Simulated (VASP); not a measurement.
A run of VASP 6.6.1:

File INCAR:

```
SYSTEM = SiNi
PREC = Accurate ; ENCUT = 590
EDIFF = 1E-6 ; ISMEAR = -1
SIGMA = 0.05 ; LREAL = .FALSE.
LASPH = .TRUE. ; NELM = 200
ALGO = Normal ; ISIF = 2
LWAVE = .FALSE. ; LCHARG = .TRUE.
ISPIN = 2 ; MAGMOM = 1 1 0 0
LORBIT = 11 ; LMAXMIX = 4
LDAU = .TRUE. ; LDAUTYPE = 2
LDAUL = 2 -1 ; LDAUU = 3 0
LDAUJ = 0 0 ; LDAUPRINT = 1
GGA = PE ; LELF = .TRUE.
LVHAR = .TRUE. ; NBANDS = 34
GGA_COMPAT = .FALSE.
```

KPOINTS

```
regular mesh
0
G
  9 8 6
  0 0 0
```

POSCAR

```
SiNi
1.0
    2.9795636814      0.0000000000      0.0000000000
    0.0000000000      3.3246780639      0.0000000000
    0.0000000000      0.0000000000      4.7072462425
Ni Si
2 2
Direct
    0.5000000000      0.5000000000      0.3423653726
    0.0000000000      0.0000000000      0.6576346274
    0.5000000000      0.5000000000      0.8420319564
    0.0000000000      0.0000000000      0.1579680436
```

Potentials or basis: VASP PAW PBE potentials, release 64 (Ni_sv_GW, Si).

The run is started by

```console
$ cat potpaw_PBE.64/Ni_sv_GW/POTCAR potpaw_PBE.64/Si/POTCAR > POTCAR
$ mpirun -np 1 vasp_std > vasp.out
```

Hardware: 1 thread of Intel(R) Xeon(R) 6975P-C (Granite Rapids), on a shared host.

Question: Estimate the wall time of this run.

Answer: Wall time 4.2 min on 1 thread of Intel(R) Xeon(R) 6975P-C (Granite Rapids) (shared host), peak memory 0.41 GiB. Counts: scf iterations 15, k points 100.
